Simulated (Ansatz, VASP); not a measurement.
## One calculation of BeS, two programs

POSCAR

```
BeS
1.0
    0.0000000000      2.4569115543      2.4569115543
    2.4569115543      0.0000000000      2.4569115543
    2.4569115543      2.4569115543      0.0000000000
S Be
1 1
Direct
    0.7500000000      0.7500000000      0.7500000000
    0.0000000000      0.0000000000      0.0000000000
```

Contents of INCAR.step1:

```
PREC = Accurate
ENCUT = 520
EDIFF = 1E-5
ISMEAR = 0
SIGMA = 0.1
LREAL = False
LASPH = True
NELM = 60
ALGO = Normal
ISIF = 2
LWAVE = True
LCHARG = False
NBANDS = 11
GGA = PE
```

File INCAR.step2:

```
PREC = Accurate
ENCUT = 520
EDIFF = 1E-7
ISMEAR = 0
SIGMA = 0.1
LREAL = False
LASPH = True
NELM = 60
ALGO = Normal
ISIF = 2
LWAVE = False
LCHARG = False
GGA = PE
LHFCALC = True
AEXX = 0.25
PRECFOCK = Normal
NBANDS = 11
ISTART = 1
```

The input KPOINTS:

```
regular mesh
0
Gamma
  5 5 5
```

Contents of input.yaml:

```yaml
crystal:
  lattice:
    - [0.0, 2.4569115543, 2.4569115543]
    - [2.4569115543, 0.0, 2.4569115543]
    - [2.4569115543, 2.4569115543, 0.0]
  atoms:
    - { symbol: S, position: [0.75, 0.75, 0.75] }
    - { symbol: Be, position: [0.0, 0.0, 0.0] }
hamiltonian:
  xc: pbe0
  pseudopotentials: { kind: paw }
kpoints:
  mp_grid: { grid: [5, 5, 5] }
scf:
  occupations: { method: gaussian, width: 0.1 }
output:
  forces: true
  stress: true
  eigenvalues: true
```

Alike in both runs: task single point; functional PBE0; k mesh 5 × 5 × 5; occupations gaussian, width 0.1 eV; no spin polarisation.

|  | VASP | Ansatz |
| --- | --- | --- |
| version | VASP 6.6.1 | Ansatz 0.2.0 |
| potentials or method | VASP PAW PBE potentials, release 64 (S, Be) | Ansatz PAW |
| plane-wave cutoff (eV) | 520 | 420 |
| valence electrons in the cell | 8 | 8 |

VASP gave:

* gap on the k mesh at the Fermi level (eV): 5.18
* least direct gap on the mesh (eV): 7.46
* pressure (GPa): -3.5

Problem. What did Ansatz give for the same quantities?

Solution. gap on the k mesh at the Fermi level (eV): 5.17; least direct gap on the mesh (eV): 7.44; pressure (GPa): -3.4.

With one functional, cell and mesh, what is left measures potentials, basis and numerics.

The k mesh is coarse, so the values compare programs but aren't converged. Noted on Ansatz's run: odd divisions of the mesh miss points on the zone boundary, where band edges often lie, so the gap on the mesh can be too wide.
